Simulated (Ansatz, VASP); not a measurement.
**Ti: VASP beside Ansatz**

INCAR

```
SYSTEM = Ti
PREC = Accurate
ENCUT = 520
EDIFF = 1E-7
ISMEAR = 0
SIGMA = 0.15
LREAL = .False.
LASPH = .True.
NELM = 100
ALGO = Fast
ISIF = 2
LWAVE = .False.
LCHARG = .False.
GGA = PS
NBANDS = 12
```

File KPOINTS:

```
regular mesh
0
Gamma
  20 20 20
  0 0 0
```

File POSCAR:

```
Ti
1.0
    0.0000000000      2.0489805000      2.0489805000
    2.0300000000      0.0189805000      2.0300000000
    2.0300000000      2.0300000000      0.0189805000
Ti
1
Direct
    0.0000000000      0.0000000000      0.0000000000
```

Input for Ansatz:

```yaml
crystal:
  lattice:
    - [0.0, 2.0489805, 2.0489805]
    - [2.03, 0.0189805, 2.03]
    - [2.03, 2.03, 0.0189805]
  atoms:
    - { symbol: Ti, position: [0.0, 0.0, 0.0] }
basis:
  ecutwfc: 420
kpoints:
  mp_grid: { grid: [20, 20, 20] }
hamiltonian:
  xc: pbesol
scf:
  occupations: { method: gaussian, width: 0.15 }
output:
  forces: true
  stress: true
  eigenvalues: true
```

Change from the starting cell: strain +0.0187 x Voigt [0, 0, 0, 1, 0, 0], atoms carried along.

Alike in both runs: task single point; functional PBEsol; k mesh 20 × 20 × 20; occupations gaussian, width 0.15 eV; no spin polarisation.

|  | VASP | Ansatz |
| --- | --- | --- |
| version | VASP 6.6.1 | Ansatz 0.2.0 |
| potentials or method | VASP PAW PBE potentials, release 64 (Ti_sv), cutoff 520 eV | scalar-relativistic, plane waves, PAW |
| valence electrons in the cell | 12 | 12 |

|  | VASP | Ansatz | Ansatz less VASP |
| --- | --- | --- | --- |
| gap on the k mesh at the Fermi level (eV) | none | none | - |
| pressure (GPa) | -0.6 | -0.3 | +0.28 |
| traceless stress, the component that is largest in VASP (GPa) | -1.12 | -1.13 | -0.007 |

VASP's potentials were made for PBE, not for PBEsol. A gap of «none» marks a metal or a gap that the smearing closes. The functional is the same, so the differences come from potentials, cutoffs and numerics.
